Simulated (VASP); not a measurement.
# Pb (Im-3m) in VASP: further runs

Aim: see how the results for Pb move with the level of theory and the settings. Levels: PBE-based screened hybrid, PBE, HSE06. Tasks: single point.

Program: VASP 6.6.1. These are calculated values, not measurements. Logs are shortened: lines on timing, memory, paths and dates and some standing lists are left out, and cuts for length are marked.

## (1) The cell of the first run

Symmetry: Im-3m, No. 229, cubic system. The conventional cell has a = 3.959 Å, b = 3.959 Å, c = 3.959 Å, α = 90.00°, β = 90.00°, γ = 90.00°. Pb (site symmetry m-3m) has 14 Pb at 3.43 to 3.96 Å within 4.5 Å.

## (2) Single point, PBE-based screened hybrid

POSCAR

```
Pb
1.0
   -1.9796595667      1.9796595667      1.9796595667
    1.9796595667     -1.9796595667      1.9796595667
    1.9796595667      1.9796595667     -1.9796595667
Pb
1
Direct
    0.0000000000      0.0000000000      0.0000000000
```

INCAR.step1

```
SYSTEM = Pb
PREC = Accurate
ENCUT = 520
EDIFF = 1E-5
ISMEAR = -1
SIGMA = 0.05
LREAL = .FALSE.
LASPH = .TRUE.
NELM = 80
ALGO = Normal
ISIF = 2
LWAVE = .TRUE.
LCHARG = .FALSE.
NBANDS = 13
GGA = PE
```

INCAR.step2

```
SYSTEM = Pb
PREC = Accurate
ENCUT = 520
EDIFF = 1E-6
ISMEAR = -1
SIGMA = 0.05
LREAL = .FALSE.
LASPH = .TRUE.
NELM = 80
ALGO = Normal
ISIF = 2
LWAVE = .FALSE.
LCHARG = .FALSE.
GGA = PE
LHFCALC = .TRUE.
AEXX = 0.25
HFSCREEN = 0.3
PRECFOCK = Normal
NBANDS = 13
ISTART = 1
```

KPOINTS

```
regular mesh
0
G
  5 5 5
  0 0 0
```

Potentials or basis: VASP PAW PBE potentials, release 64 (Pb_d).

The run is started by

```sh
$ cat potpaw_PBE.64/Pb_d/POTCAR > POTCAR
$ cp INCAR.step1 INCAR
$ mpirun -np 1 vasp_std > vasp.out
$ cp INCAR.step2 INCAR
$ mpirun -np 1 vasp_std > vasp.out
```

OUTCAR:

```text
SYSTEM = Pb
   PREC = Accurate
   ENCUT = 520
   EDIFF = 1E-6
   ISMEAR = -1
   LREAL = .FALSE.
   LASPH = .TRUE.
   NELM = 80
   ISIF = 2
   GGA = PE
   LHFCALC = .TRUE.
   AEXX = 0.25
   HFSCREEN = 0.3
   PRECFOCK = Normal
   ISTART = 1

 ion  position               nearest neighbor table
   1  0.000  0.000  0.000-

  LATTYP: Found a body centered cubic cell.
 ALAT       =     3.9593191334

  Lattice vectors:

 A1 = (  -1.9796595667,   1.9796595667,   1.9796595667)
 A2 = (   1.9796595667,  -1.9796595667,   1.9796595667)
 A3 = (   1.9796595667,   1.9796595667,  -1.9796595667)

Analysis of symmetry for initial positions (statically):
=====================================================================
 Subroutine PRICEL returns:
 Original cell was already a primitive cell.

 Routine SETGRP: Setting up the symmetry group for a
 body centered cubic supercell.

 Subroutine GETGRP returns: Found 48 space group operations
 (whereof 48 operations were pure point group operations)
 out of a pool of 48 trial point group operations.

The static configuration has the point symmetry O_h .

Analysis of symmetry for dynamics (positions and initial velocities):
=====================================================================
 Subroutine PRICEL returns:
 Original cell was already a primitive cell.

 Routine SETGRP: Setting up the symmetry group for a
 body centered cubic supercell.

 Subroutine GETGRP returns: Found 48 space group operations
 (whereof 48 operations were pure point group operations)
 out of a pool of 48 trial point group operations.

The dynamic configuration has the point symmetry O_h .

 Subroutine INISYM returns: Found 48 space group operations
 (whereof 48 operations are pure point group operations),
 and found     1 'primitive' translations

----------------------------------------------------------------------------------------

                                     Primitive cell

  volume of cell :      31.0336

  direct lattice vectors                    reciprocal lattice vectors
    -1.979659567  1.979659567  1.979659567     0.000000000  0.252568678  0.252568678
     1.979659567 -1.979659567  1.979659567     0.252568678  0.000000000  0.252568678
     1.979659567  1.979659567 -1.979659567     0.252568678  0.252568678  0.000000000

  length of vectors
     3.428870951  3.428870951  3.428870951     0.357186050  0.357186050  0.357186050

  position of ions in fractional coordinates (direct lattice)
     0.000000000  0.000000000  0.000000000

  ion indices of the primitive-cell ions
   primitive index   ion index
                 1           1

----------------------------------------------------------------------------------------

 KPOINTS: regular mesh

Automatic generation of k-mesh.
 Grid dimensions read from file:
 generate k-points for:    5    5    5

 Generating k-lattice:

  Cartesian coordinates                     Fractional coordinates (reciprocal lattice)
     0.000000000  0.050513736  0.050513736     0.200000000  0.000000000  0.000000000
     0.050513736  0.000000000  0.050513736     0.000000000  0.200000000  0.000000000
     0.050513736  0.050513736  0.000000000     0.000000000  0.000000000  0.200000000

  Length of vectors
     0.071437210  0.071437210  0.071437210

  Shift w.r.t. Gamma in fractional coordinates (k-lattice)
     0.000000000  0.000000000  0.000000000

 Subroutine IBZKPT returns following result:
 ===========================================

 Found     10 irreducible k-points:

 Following reciprocal coordinates:
            Coordinates               Weight
  0.000000  0.000000  0.000000      1.000000
  0.200000  0.000000  0.000000     12.000000
  0.400000  0.000000  0.000000     12.000000
  0.200000  0.200000  0.000000     24.000000
  0.400000  0.200000  0.000000     24.000000
  0.200000  0.200000  0.200000      8.000000
 -0.200000  0.200000  0.200000      6.000000
 -0.400000  0.400000  0.200000     24.000000
 -0.400000 -0.400000  0.200000      8.000000
 -0.400000  0.400000  0.400000      6.000000
   k-points           NKPTS =     10   k-points in BZ     NKDIM =    125   number of bands    NBANDS=     13
   number of dos      NEDOS =    301   number of ions     NIONS =      1
   total plane-waves  NPLWV =  21952
   dimension x,y,z NGX =    28 NGY =   28 NGZ =   28
   dimension x,y,z NGXF=    56 NGYF=   56 NGZF=   56
   ions per type =               1
   NGX,Y,Z   is equivalent  to a cutoff of  13.58, 13.58, 13.58 a.u.
   NGXF,Y,Z  is equivalent  to a cutoff of  27.15, 27.15, 27.15 a.u.
 SYSTEM =  Pb
   PREC   = accura    normal or accurate (medium, high low for compatibility)
   ISTART =      1    job   : 0-new  1-cont  2-samecut
   ICHARG =      0    charge: 1-file 2-atom 10-const
   ISPIN  =      1    spin polarized calculation?
   LNONCOLLINEAR =      F non collinear calculations
   LSORBIT =      F    spin-orbit coupling
   LASPH  =      T    aspherical Exc in radial PAW
   ENCUT  =  520.0 eV  38.22 Ry    6.18 a.u.   6.38  6.38  6.38*2*pi/ulx,y,z
   NELM   =     80;   NELMIN=  2; NELMDL=  0     # of ELM steps
   EDIFF  = 0.1E-05   stopping-criterion for ELM
   LREAL  =      F    real-space projection
   EDIFFG = 0.1E-04   stopping-criterion for IOM
   NSW    =      0    number of steps for IOM
   IBRION =     -1    ionic relax: 0-MD 1-quasi-New 2-CG
   NFREE  =      0    steps in history (QN), initial steepest desc. (CG)
   ISIF   =      2    stress and relaxation
   ISYM   =      3    0-nonsym 1-usesym 2-fastsym
   POTIM  = 0.5000    time-step for ionic-motion
   TEBEG  =    0.0;   TEEND  =   0.0 temperature during run
   PSTRESS=    0.0 pullay stress
   NELECT =      14.0000    total number of electrons
   NUPDOWN=      -1.0000    fix difference up-down
   EMIN   =  10.00;   EMAX   =-10.00  energy-range for DOS
   EFERMI =   0.00;   METHOD = LEGACY
   ISMEAR =    -1;   SIGMA  =   0.05  broadening in eV -4-tet -1-fermi 0-gaus
   EFERMI_NEDOS =   21; number of points for ismear=-14 and -15
   IALGO  =     38    algorithm
   IMIX   =      1    mixing-type and parameters
     AMIX     =   0.40;   BMIX     =  1.00
     AMIX_MAG =   1.60;   BMIX_MAG =  1.00
  volume/ion in A,a.u.               =      31.03       209.42
  Fermi-wavevector in a.u.,A,eV,Ry     =   1.255568  2.372680 21.448927  1.576452
  Thomas-Fermi vector in A             =   2.389319
   LORBIT       =      0    0 simple, 1 ext, 2 COOP (PROOUT), +10 PAW based schemes
   GGA     = PE    functional components
   LHFCALC =     T    Hartree Fock is set to
   PRECFOCK=normal    Normal, Fast or Accurate (Low or Medium for compatibility)
   ENCUT4O =  -1.0   cutoff for four orbital integrals eV
   NKREDX  =     1    reduce k-point grid by
   NKREDY  =     1    reduce k-point grid by
   NKREDZ  =     1    reduce k-point grid by
   AEXX    =    0.2500 exact exchange contribution
   HFSCREEN=    0.3000 screening length (either q_TF or 0.3 A-1)
   HFSCREENC=   0.3000 screening length for correlation (either q_TF or 0.3 A-1)
   ENCUTFOCK=  -1.0 apply spherical cutoff to Coloumb kernel
   IVDW    =     0    specifies the selected vdW correction
   LEPSILON=     F    determine dielectric tensor
   LRPA    =     F    only Hartree local field effects (RPA)
 non-spin polarized calculation
  energy-cutoff  :      520.00
  volume of cell :       31.03
 maximum number of plane-waves:       887
 NGX is ok and might be reduce to    28
  NGX = 20; NGY = 20; NGZ = 20

 number of electron      14.0000002 magnetization

 Free energy of the ion-electron system (eV)
  ---------------------------------------------------
  ext. energy  EPLUGINS =         0.00000000
  ---------------------------------------------------
  free energy    TOTEN  =        -3.84451006 eV

  energy without entropy =       -3.83090552  energy(sigma->0) =       -3.83770779

 E-fermi :   7.1545     XC(G=0):  -8.4934

 val. band max:        7.1187876912   @ k =  -0.4000   0.4000   0.4000
 cond. band min:       7.2551644199   @ k =   0.4000   0.2000   0.0000
 fundamental gap:      0.1363767287
 Fermi energy:         7.1544619447

 k-point     1 :       0.0000    0.0000    0.0000
  band No.  band energies     occupation
      1     -11.8621      2.00000
      2     -11.8621      2.00000
      3     -11.8621      2.00000
      4     -11.6298      2.00000
      5     -11.6298      2.00000
      6      -5.7365      2.00000
      7      15.0413      0.00000
      8      15.0413      0.00000
      9      15.0413      0.00000
     10      18.6634      0.00000
     11      18.6634      0.00000
     12      18.6634      0.00000
     13      19.2174      0.00000

 k-point     2 :       0.2000    0.0000    0.0000
  band No.  band energies     occupation
      1     -11.8908      2.00000
      2     -11.8351      2.00000
      3     -11.7348      2.00000
      4     -11.6560      2.00000
      5     -11.6331      2.00000
      6      -4.8475      2.00000
      7       9.7598      0.00000
      8      13.0125      0.00000
      9      14.0287      0.00000
     10      16.2714      0.00000
     11      17.3369      0.00000
     12      18.7693      0.00000
     13      20.9656      0.00000

 k-point     3 :       0.4000    0.0000    0.0000
  band No.  band energies     occupation
      1     -11.9371      2.00000
      2     -11.8527      2.00000
      3     -11.6505      2.00000
      4     -11.6380      2.00000
      5     -11.5205      2.00000
      6      -2.3899      2.00000
      7       3.9496      2.00000
      8      10.9756      0.00000
      9      12.7002      0.00000
     10      14.9852      0.00000
     11      16.3750      0.00000
     12      20.8470      0.00000
     13      22.0074      0.00000
[... 81 lines left out ...]
 k-point     9 :      -0.4000   -0.4000    0.2000
  band No.  band energies     occupation
      1     -11.8104      2.00000
      2     -11.8104      2.00000
      3     -11.7576      2.00000
      4     -11.5517      2.00000
      5     -11.5517      2.00000
      6      -0.1672      2.00000
      7       5.2102      2.00000
      8       5.2102      2.00000
      9      11.0832      0.00000
     10      15.1817      0.00000
     11      15.1817      0.00000
     12      18.5387      0.00000
     13      24.6583      0.00000

 k-point    10 :      -0.4000    0.4000    0.4000
  band No.  band energies     occupation
      1     -11.8880      2.00000
      2     -11.8623      2.00000
      3     -11.5641      2.00000
      4     -11.5641      2.00000
      5     -11.5513      2.00000
      6       0.3633      2.00000
      7       6.4153      2.00000
      8       7.1188      1.34234
      9       7.1188      1.34234
     10      12.0393      0.00000
     11      14.0438      0.00000
     12      23.5671      0.00000
     13      24.9484      0.00000

------------------------ aborting loop because EDIFF is reached ----------------------------------------

  FORCE on cell =-STRESS in cart. coord.  units (eV):
  Direction    XX          YY          ZZ          XY          YZ          ZX
  --------------------------------------------------------------------------------------
  -------------------------------------------------------------------------------------
  Total        0.3489555      0.3489555      0.3489555      0.0000000      0.0000000      0.0000000
  in kB       18.0156150     18.0156150     18.0156150      0.0000000      0.0000000      0.0000000
  external PRESSURE =      18.0156150 kB  Pullay stress =       0.0000000 kB

 VOLUME and BASIS-vectors are now :
 -----------------------------------------------------------------------------
  energy-cutoff  :      520.00
  volume of cell :       31.03
      direct lattice vectors                 reciprocal lattice vectors
    -1.979659567  1.979659567  1.979659567     0.000000000  0.252568678  0.252568678
     1.979659567 -1.979659567  1.979659567     0.252568678  0.000000000  0.252568678
     1.979659567  1.979659567 -1.979659567     0.252568678  0.252568678  0.000000000

 POSITION                                       TOTAL-FORCE (eV/Angst)
 -----------------------------------------------------------------------------------
      0.00000      0.00000      0.00000        -0.000000      0.000000     -0.000000
 -----------------------------------------------------------------------------------
    total drift:                                0.000000      0.000000      0.000000

  FREE ENERGIE OF THE ION-ELECTRON SYSTEM (eV)
  ---------------------------------------------------
  free  energy   TOTEN  =        -3.8445100588 eV

  energy  without entropy=       -3.8309055180  energy(sigma->0) =       -3.83770779
```

Wall time 10 min (1 thread of AMD EPYC 7R13, shared host); peak memory 0.23 GiB.

Results:

```yaml
Free_energy: -3.8445 eV
Pressure: 1.8 GPa
Band_gap_on_the_k_mesh: zero (band 7 reaches 15.04 eV, above the bottom of band 8 at 5.21 eV)
```

Levels at points of the mesh, in eV from the Fermi level:
```
           k point  band 5  band 6  band 7  band 8  band 9  band 10
(0.00, 0.00, 0.00)  -18.78  -12.89    7.89    7.89    7.89    11.51
```

Caveat: the k points lie up to 0.45 Å⁻¹ apart; the PAW data sets were made with another functional, which shifts forces and pressure a little; spin-orbit coupling is left out, which moves the levels of the heavy elements.

(Continued in part 2 of 3.)
